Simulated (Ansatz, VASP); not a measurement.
**LiH in VASP and in Ansatz**

Contents of INCAR:

```
SYSTEM = LiH
PREC = Accurate
ENCUT = 750
EDIFF = 1E-6
ISMEAR = 0
SIGMA = 0.05
LREAL = .False.
LASPH = .True.
NELM = 120
ALGO = Normal
ISIF = 2
LWAVE = .False.
LCHARG = .False.
GGA = PE
NBANDS = 9
GGA_COMPAT = .False.
```

The input KPOINTS:

```
regular mesh
0
Gamma
  10 10 10
  0 0 0
```

File POSCAR:

```
LiH
1.0
    0.0000000000      2.0121750000      2.0325000000
    2.0325000000      0.0000000000      2.0325000000
    2.0325000000      2.0121750000      0.0000000000
Li H
1 1
Direct
    0.0000000000      0.0000000000      0.0000000000
    0.5000000000      0.5000000000      0.5000000000
```

Input for Ansatz:

```yaml
crystal:
  lattice:
    - [0.0, 2.012175, 2.0325]
    - [2.0325, 0.0, 2.0325]
    - [2.0325, 2.012175, 0.0]
  atoms:
    - { symbol: Li, position: [0.0, 0.0, 0.0] }
    - { symbol: H, position: [0.5, 0.5, 0.5] }
basis:
  ecutwfc: 420
kpoints:
  mp_grid: { grid: [10, 10, 10] }
hamiltonian:
  xc: pbe
scf:
  occupations: { method: gaussian, width: 0.05 }
output:
  forces: true
  stress: true
  eigenvalues: true
```

Change from the starting cell: strain -0.0100 x Voigt [0, 1, 0, 0, 0, 0], atoms carried along.

Alike in both runs: task single point; functional PBE; k mesh 10 × 10 × 10; occupations gaussian, width 0.05 eV; no spin polarisation.

```csv
,VASP,Ansatz
version,VASP 6.6.1,Ansatz 0.2.0
potentials or method,"VASP PAW PBE potentials, release 64 (Li_sv, H), cutoff 750 eV","scalar-relativistic, plane waves, PAW"
valence electrons in the cell,4,4
```

|  | VASP | Ansatz | Ansatz less VASP |
| --- | --- | --- | --- |
| gap on the k mesh at the Fermi level (eV) | 2.91 | 2.91 | +0.004 |
| least direct gap on the mesh (eV) | 2.99 | 2.99 | +0.005 |
| pressure (GPa) | -1.3 | -1.1 | +0.18 |
| traceless stress, the component that is largest in VASP (GPa) | 0.42 | 0.42 | 0.000 |
